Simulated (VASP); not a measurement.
# W (Fm-3m) in VASP: further runs

W is run at these levels: LDA; tasks: single point.

Program: VASP 6.6.1. These are calculated values, not measurements. Logs are shortened: lines on timing, memory, paths and dates and some standing lists are left out, and cuts for length are marked.

**1. The cell of the first run**

Symmetry: Fm-3m, No. 225, cubic system. The conventional cell has a = 4.060 Å, b = 4.060 Å, c = 4.060 Å, α = 90.00°, β = 90.00°, γ = 90.00°. Within 3.8 Å of W (site symmetry m-3m) lie 12 W at 2.87 Å.

**2. Single point, LDA, collinear spin, ferromagnetic start**

Input file INCAR:

```
SYSTEM = W
PREC = Accurate
ENCUT = 520
EDIFF = 1E-6
ISMEAR = -1
SIGMA = 0.08
LREAL = .False.
LASPH = .True.
NELM = 150
ALGO = Normal
ISIF = 2
LWAVE = .False.
LCHARG = .True.
ISPIN = 2
MAGMOM = 0.8
LORBIT = 11
NUPDOWN = 0.8
LMAXMIX = 4
LELF = .True.
LVHAR = .True.
NBANDS = 17
```

Input file KPOINTS:

```
Automatic mesh
0
Gamma
  12 12 12
  0 0 0
```

Input file POSCAR:

```
W
1.0
    0.0000000000      2.0300000000      2.0300000000
    2.0300000000      0.0000000000      2.0300000000
    2.0300000000      2.0300000000      0.0000000000
W
1
Direct
    0.0000000000      0.0000000000      0.0000000000
```

Potentials or basis: VASP PAW LDA potentials, release 64 (W_sv).

Started as:

```
$ cat potpaw_LDA.64/W_sv/POTCAR > POTCAR
$ mpirun -np 1 vasp_std > vasp.out
```

OUTCAR:

```text
SYSTEM = W
   PREC = Accurate
   ENCUT = 520
   EDIFF = 1E-6
   ISMEAR = -1
   LREAL = .False.
   LASPH = .True.
   NELM = 150
   ISIF = 2
   ISPIN = 2
   LORBIT = 11
   NUPDOWN = 0.8

 ion  position               nearest neighbor table
   1  0.000  0.000  0.000-

  LATTYP: Found a face centered cubic cell.
 ALAT       =     4.0600000000

  Lattice vectors:

 A1 = (   0.0000000000,   2.0300000000,   2.0300000000)
 A2 = (   2.0300000000,   0.0000000000,   2.0300000000)
 A3 = (   2.0300000000,   2.0300000000,   0.0000000000)

Analysis of symmetry for initial positions (statically):
=====================================================================
 Subroutine PRICEL returns:
 Original cell was already a primitive cell.

 Routine SETGRP: Setting up the symmetry group for a
 face centered cubic supercell.

 Subroutine GETGRP returns: Found 48 space group operations
 (whereof 48 operations were pure point group operations)
 out of a pool of 48 trial point group operations.

The static configuration has the point symmetry O_h .

Analysis of symmetry for dynamics (positions and initial velocities):
=====================================================================
 Subroutine PRICEL returns:
 Original cell was already a primitive cell.

 Routine SETGRP: Setting up the symmetry group for a
 face centered cubic supercell.

 Subroutine GETGRP returns: Found 48 space group operations
 (whereof 48 operations were pure point group operations)
 out of a pool of 48 trial point group operations.

The dynamic configuration has the point symmetry O_h .

Analysis of structural, dynamic, and magnetic symmetry:
=====================================================================
 Subroutine PRICEL returns:
 Original cell was already a primitive cell.

 Routine SETGRP: Setting up the symmetry group for a
 face centered cubic supercell.

 Subroutine GETGRP returns: Found 48 space group operations
 (whereof 48 operations were pure point group operations)
 out of a pool of 48 trial point group operations.

The overall configuration has the point symmetry O_h .

 Subroutine INISYM returns: Found 48 space group operations
 (whereof 48 operations are pure point group operations),
 and found     1 'primitive' translations

----------------------------------------------------------------------------------------

                                     Primitive cell

  volume of cell :      16.7309

  direct lattice vectors                    reciprocal lattice vectors
     0.000000000  2.030000000  2.030000000    -0.246305419  0.246305419  0.246305419
     2.030000000  0.000000000  2.030000000     0.246305419 -0.246305419  0.246305419
     2.030000000  2.030000000  0.000000000     0.246305419  0.246305419 -0.246305419

  length of vectors
     2.870853532  2.870853532  2.870853532     0.426613499  0.426613499  0.426613499

  position of ions in fractional coordinates (direct lattice)
     0.000000000  0.000000000  0.000000000

  ion indices of the primitive-cell ions
   primitive index   ion index
                 1           1

----------------------------------------------------------------------------------------

 KPOINTS: Automatic mesh

Automatic generation of k-mesh.
 Grid dimensions read from file:
 generate k-points for:   12   12   12

 Generating k-lattice:

  Cartesian coordinates                     Fractional coordinates (reciprocal lattice)
    -0.020525452  0.020525452  0.020525452     0.083333333  0.000000000  0.000000000
     0.020525452 -0.020525452  0.020525452     0.000000000  0.083333333  0.000000000
     0.020525452  0.020525452 -0.020525452     0.000000000  0.000000000  0.083333333

  Length of vectors
     0.035551125  0.035551125  0.035551125

  Shift w.r.t. Gamma in fractional coordinates (k-lattice)
     0.000000000  0.000000000  0.000000000

 Subroutine IBZKPT returns following result:
 ===========================================

 Found     72 irreducible k-points:

 Following reciprocal coordinates:
            Coordinates               Weight
  0.000000  0.000000  0.000000      1.000000
  0.083333  0.000000  0.000000      8.000000
  0.166667  0.000000  0.000000      8.000000
  0.250000  0.000000  0.000000      8.000000
  0.333333  0.000000  0.000000      8.000000
  0.416667  0.000000  0.000000      8.000000
[... 16 lines left out ...]
  0.500000  0.166667  0.000000     24.000000
 -0.416667  0.166667  0.000000     24.000000
 [... further k-points ...]
   k-points           NKPTS =     72   k-points in BZ     NKDIM =     72   number of bands    NBANDS=     17
   number of dos      NEDOS =    301   number of ions     NIONS =      1
   total plane-waves  NPLWV =  13824
   dimension x,y,z NGX =    24 NGY =   24 NGZ =   24
   dimension x,y,z NGXF=    48 NGYF=   48 NGZF=   48
   ions per type =               1
   NGX,Y,Z   is equivalent  to a cutoff of  13.90, 13.90, 13.90 a.u.
   NGXF,Y,Z  is equivalent  to a cutoff of  27.80, 27.80, 27.80 a.u.
 SYSTEM =  W
   PREC   = accura    normal or accurate (medium, high low for compatibility)
   ISTART =      0    job   : 0-new  1-cont  2-samecut
   ICHARG =      2    charge: 1-file 2-atom 10-const
   ISPIN  =      2    spin polarized calculation?
   LNONCOLLINEAR =      F non collinear calculations
   LSORBIT =      F    spin-orbit coupling
   LASPH  =      T    aspherical Exc in radial PAW
   ENCUT  =  520.0 eV  38.22 Ry    6.18 a.u.   5.34  5.34  5.34*2*pi/ulx,y,z
   NELM   =    150;   NELMIN=  2; NELMDL= -5     # of ELM steps
   EDIFF  = 0.1E-05   stopping-criterion for ELM
   LREAL  =      F    real-space projection
   EDIFFG = 0.1E-04   stopping-criterion for IOM
   NSW    =      0    number of steps for IOM
   IBRION =     -1    ionic relax: 0-MD 1-quasi-New 2-CG
   NFREE  =      0    steps in history (QN), initial steepest desc. (CG)
   ISIF   =      2    stress and relaxation
   ISYM   =      2    0-nonsym 1-usesym 2-fastsym
   POTIM  = 0.5000    time-step for ionic-motion
   TEBEG  =    0.0;   TEEND  =   0.0 temperature during run
   PSTRESS=    0.0 pullay stress
   NELECT =      14.0000    total number of electrons
   NUPDOWN=       0.8000    fix difference up-down
   EMIN   =  10.00;   EMAX   =-10.00  energy-range for DOS
   EFERMI =   0.00;   METHOD = LEGACY
   ISMEAR =    -1;   SIGMA  =   0.08  broadening in eV -4-tet -1-fermi 0-gaus
   EFERMI_NEDOS =   21; number of points for ismear=-14 and -15
   IALGO  =     38    algorithm
   IMIX   =      4    mixing-type and parameters
     AMIX     =   0.40;   BMIX     =  1.00
     AMIX_MAG =   1.60;   BMIX_MAG =  1.00
  volume/ion in A,a.u.               =      16.73       112.91
  Fermi-wavevector in a.u.,A,eV,Ry     =   1.542688  2.915258 32.380324  2.379887
  Thomas-Fermi vector in A             =   2.648457
   LORBIT       =     11    0 simple, 1 ext, 2 COOP (PROOUT), +10 PAW based schemes
   GGA     = CA    functional components
   LHFCALC =     F    Hartree Fock is set to
   AEXX    =    0.0000 exact exchange contribution
   IVDW    =     0    specifies the selected vdW correction
   LEPSILON=     F    determine dielectric tensor
   LRPA    =     F    only Hartree local field effects (RPA)
 spin polarized calculation
  energy-cutoff  :      520.00
  volume of cell :       16.73
 maximum number of plane-waves:       464
 NGX is ok and might be reduce to    24
   NGX = 11   NGY = 11   NGZ = 11

 number of electron      14.0000002 magnetization       0.8000000

 Free energy of the ion-electron system (eV)
  ---------------------------------------------------
  ext. energy  EPLUGINS =         0.00000000
  ---------------------------------------------------
  free energy    TOTEN  =       -13.37765825 eV

  energy without entropy =      -13.35457784  energy(sigma->0) =      -13.36611805

 E-fermi :   9.6961     XC(G=0): -13.5114

 val. band max:       10.7091776296   @ k =  -0.2500   0.2500   0.0000
 cond. band min:       9.7026674776   @ k =   0.4167   0.0833   0.0000
 fundamental gap:     -1.0065101520
 Fermi energy:        10.7418323257

 spin component 1

 k-point     1 :       0.0000    0.0000    0.0000
  band No.  band energies     occupation
      1     -63.2657      1.00000
      2     -27.2038      1.00000
      3     -27.2038      1.00000
      4     -27.2038      1.00000
      5       1.0897      1.00000
      6       9.3260      1.00000
[... 9 lines left out ...]
     16      43.5015      0.00000
     17      43.5015      0.00000

 k-point     2 :       0.0833    0.0000    0.0000
  band No.  band energies     occupation
      1     -63.2590      1.00000
      2     -27.2824      1.00000
      3     -27.2139      1.00000
      4     -27.2139      1.00000
      5       1.3873      1.00000
      6       9.1083      1.00000
[... 9 lines left out ...]
     16      40.4873      0.00000
     17      41.7624      0.00000
[... 421 lines left out ...]
 k-point    24 :      -0.4167    0.1667    0.0000
  band No.  band energies     occupation
      1     -63.1545      1.00000
      2     -28.2042      1.00000
      3     -27.5564      1.00000
      4     -27.3932      1.00000
      5       5.3985      1.00000
      6       7.9994      1.00000
[... 9 lines left out ...]
     16      37.8367      0.00000
     17      40.6701      0.00000

 [... further k-points ...]

 spin component 2

 k-point     1 :       0.0000    0.0000    0.0000
  band No.  band energies     occupation
      1     -63.0100      1.00000
      2     -26.8843      1.00000
      3     -26.8843      1.00000
      4     -26.8843      1.00000
      5       1.4903      1.00000
      6       9.7549      0.32411
[... 9 lines left out ...]
     16      43.8850      0.00000
     17      43.8850      0.00000

 k-point     2 :       0.0833    0.0000    0.0000
  band No.  band energies     occupation
      1     -63.0034      1.00000
      2     -26.9621      1.00000
      3     -26.8943      1.00000
      4     -26.8943      1.00000
      5       1.7872      1.00000
      6       9.5359      0.88098
[... 9 lines left out ...]
     16      40.8866      0.00000
     17      42.1609      0.00000
[... 421 lines left out ...]
 k-point    24 :      -0.4167    0.1667    0.0000
  band No.  band energies     occupation
      1     -62.9002      1.00000
      2     -27.8741      1.00000
      3     -27.2330      1.00000
      4     -27.0717      1.00000
      5       5.8172      1.00000
      6       8.4080      1.00000
[... 9 lines left out ...]
     16      38.2371      0.00000
     17      41.0855      0.00000

 [... further k-points ...]
[... 5 lines left out ...]
  --------------------------------------------------------------------------------------
  -------------------------------------------------------------------------------------
  Total       -1.4205459     -1.4205459     -1.4205459      0.0000000     -0.0000000      0.0000000
  in kB     -136.0340843   -136.0340843   -136.0340843      0.0000000     -0.0000000      0.0000000
  external PRESSURE =    -136.0340843 kB  Pullay stress =       0.0000000 kB

 VOLUME and BASIS-vectors are now :
 -----------------------------------------------------------------------------
  energy-cutoff  :      520.00
  volume of cell :       16.73
      direct lattice vectors                 reciprocal lattice vectors
     0.000000000  2.030000000  2.030000000    -0.246305419  0.246305419  0.246305419
     2.030000000  0.000000000  2.030000000     0.246305419 -0.246305419  0.246305419
     2.030000000  2.030000000  0.000000000     0.246305419  0.246305419 -0.246305419

 POSITION                                       TOTAL-FORCE (eV/Angst)
 -----------------------------------------------------------------------------------
      0.00000      0.00000      0.00000         0.000000      0.000000     -0.000000
 -----------------------------------------------------------------------------------
    total drift:                               -0.000000      0.000000     -0.000000

  FREE ENERGIE OF THE ION-ELECTRON SYSTEM (eV)
  ---------------------------------------------------
  free  energy   TOTEN  =       -13.3776582535 eV

  energy  without entropy=      -13.3545778440  energy(sigma->0) =      -13.36611805

 total charge

# of ion       s       p       d       tot
------------------------------------------
    1        2.403   6.294   3.325  12.022

 magnetization (x)

# of ion       s       p       d       tot
------------------------------------------
    1        0.009   0.049   0.570   0.628
```

It took 22 s on 1 thread of Intel Xeon Platinum 8488C (Sapphire Rapids), shared host; peak memory 0.15 GiB.

What came out:

- Free energy: -13.3777 eV
- Pressure: -13.6 GPa
- Net moment: 0.80 μB per cell
- Site moments: W +0.63 μB
- Valence electrons inside the program's atomic spheres: W 12.02

Caveat: spin-orbit coupling is left out, which moves the levels of the heavy elements; the total moment is fixed, so each spin has its own Fermi level.

**3. Single point, LDA, collinear spin, ferromagnetic start**

Input file INCAR:

```
SYSTEM = W
  PREC = Accurate
  ENCUT = 520
  EDIFF = 1E-6
  ISMEAR = -1
  SIGMA = 0.08
  LREAL = .FALSE.
  LASPH = .TRUE.
  NELM = 150
  ALGO = Normal
  ISIF = 2
  LWAVE = .FALSE.
  LCHARG = .FALSE.
  ISPIN = 2
  MAGMOM = 1.2
  LORBIT = 11
  NUPDOWN = 1.2
  LMAXMIX = 4
  GGA = CA
  NBANDS = 17
```

Input file KPOINTS:

```
Automatic mesh
0
G
  12 12 12
  0 0 0
```

POSCAR is that of step 2.

Potentials or basis: VASP PAW LDA potentials, release 64 (W_sv).

Started as:

```
$ cat potpaw_LDA.64/W_sv/POTCAR > POTCAR
$ mpirun -np 1 vasp_std > vasp.out
```

It took 24 s on 1 thread of Intel Xeon Platinum 8488C (Sapphire Rapids), shared host; peak memory 0.15 GiB.

It converged, with:

```yaml
Free_energy: -13.1052 eV
Pressure: -10.2 GPa
Net_moment: 1.20 μB per cell
Site_moments: W +0.94 μB
Valence_electrons_inside_the_program's_atomic_spheres: W 12.04
```

Caveat: spin-orbit coupling is left out, which moves the levels of the heavy elements; the total moment is fixed, so each spin has its own Fermi level.
